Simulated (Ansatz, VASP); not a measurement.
Sr in VASP and in Ansatz

File INCAR:

```
SYSTEM = Sr
ALGO = Normal
EDIFF = 1E-8
ENCUT = 520
GGA = PE
ISIF = 2
ISMEAR = -1
LASPH = .TRUE.
LCHARG = .FALSE.
LEFG = .TRUE.
LREAL = .FALSE.
LWAVE = .FALSE.
NBANDS = 17
NELM = 60
PREC = Accurate
SIGMA = 0.08
```

File KPOINTS:

```
k-points
0
G
  10 10 5
  0 0 0
```

Contents of POSCAR:

```
Sr
1.0
    4.3100002207      0.0000000000      0.0000000000
   -2.1550001104      3.7325696814      0.0000000000
    0.0000000000      0.0000000000      7.0500000000
Sr
2
Direct
    0.3333333333      0.6666666667      0.2613475177
    0.6666666667      0.3333333333      0.7500000000
```

Input for Ansatz:

```yaml
crystal:
  lattice:
    - [4.3100002207, 0.0, 0.0]
    - [-2.1550001104, 3.7325696814, 0.0]
    - [0.0, 0.0, 7.05]
  atoms:
    - { symbol: Sr, position: [0.3333333333, 0.6666666667, 0.2613475177] }
    - { symbol: Sr, position: [0.6666666667, 0.3333333333, 0.75] }
kpoints:
  mp_grid: { grid: [10, 10, 5] }
scf:
  occupations: { method: fermi_dirac, width: 0.08 }
hamiltonian:
  xc: pbe
  pseudopotentials: { kind: all_electron, datasets: crystal }
output:
  forces: true
  stress: true
  eigenvalues: true
  efg: { contact_densities: true }
```

Alike in both runs: task electric field gradients; functional PBE; k mesh 10 × 10 × 5; occupations fermi-dirac, width 0.08 eV; no spin polarisation.

|  | VASP | Ansatz |
| --- | --- | --- |
| version | VASP 6.6.1 | Ansatz 0.2.0 |
| potentials or method | VASP PAW PBE potentials, release 64 (Sr_sv), cutoff 520 eV | all-electron PAW with datasets made for the crystal, scalar-relativistic |

|  | VASP | Ansatz | Ansatz less VASP |
| --- | --- | --- | --- |
| pressure (GPa) | -0.3 | -0.3 | 0.00 |
| traceless stress, the component that is largest in VASP (GPa) | 0.10 | 0.10 | +0.001 |
| rms of the force components (eV/Å) | 0.059 | 0.059 | -0.0002 |
| size of Vzz on the site where it differs most (V/Å²) | 4.3 | 4.4 | +0.15 |

Atom by atom the forces differ by 0.000 eV/Å (rms over components). Ansatz ran all-electron here, and VASP with PAW potentials.
